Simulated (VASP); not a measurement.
The system is HfB2.

```
Hf B
1.0
     3.14000    0.00000    0.00000
    -1.57000    2.71932    0.00000
     0.00000    0.00000    3.48000
Hf B
1 2
Direct
  0.00000 0.00000 0.00000
  0.66667 0.33333 0.50000
  0.33333 0.66667 0.50000
```

* Program: VASP 6.6.1
* Task: relaxation of cell and atoms
* Functional: PBE
* Potentials or basis: VASP PAW PBE potentials, release 64 (Hf_pv, B)
* Cutoff: 600 eV
* k mesh: 10 × 10 × 8
* Occupations: fermi-dirac, width 0.05 eV
* Spin: no spin polarisation
* Hubbard terms: Hf d U = 5.0 eV

At the start: pressure 15.8 GPa; volume 9.90 Å³/atom.

Task: How do energy, volume and symmetry change on relaxing?

Result: Over 9 steps the energy falls by 32.1 meV/atom and the volume is 10.54 Å³/atom (+6.4 %); space group P6/mmm (No. 191, to 0.05 Å).

Step by step:
```csv
step,energy change (eV),largest force (eV/Å),pressure (GPa),volume (Å³)
1,0.0000,0.0000,15.85,29.71
2,0.0318,0.0000,-15.27,34.13
3,-0.0925,0.0000,-0.54,31.66
4,-0.0925,0.0000,-0.24,31.62
5,-0.0962,0.0000,0.11,31.61
6,-0.0962,0.0000,0.16,31.61
7,-0.0962,0.0000,0.15,31.61
8,-0.0962,0.0000,-0.15,31.65
9,-0.0962,0.0000,0.00,31.63
```

Final structure:
```
Hf B
1.0
     3.18455    0.00000    0.00000
    -1.59227    2.75790    0.00000
     0.00000    0.00000    3.60118
Hf B
1 2
Direct
  0.00000 0.00000 0.00000
  0.66667 0.33333 0.50000
  0.33333 0.66667 0.50000
```

Caveat: U without spin polarisation on a metal has little footing; the U is typed as a test and isn't derived for this compound.
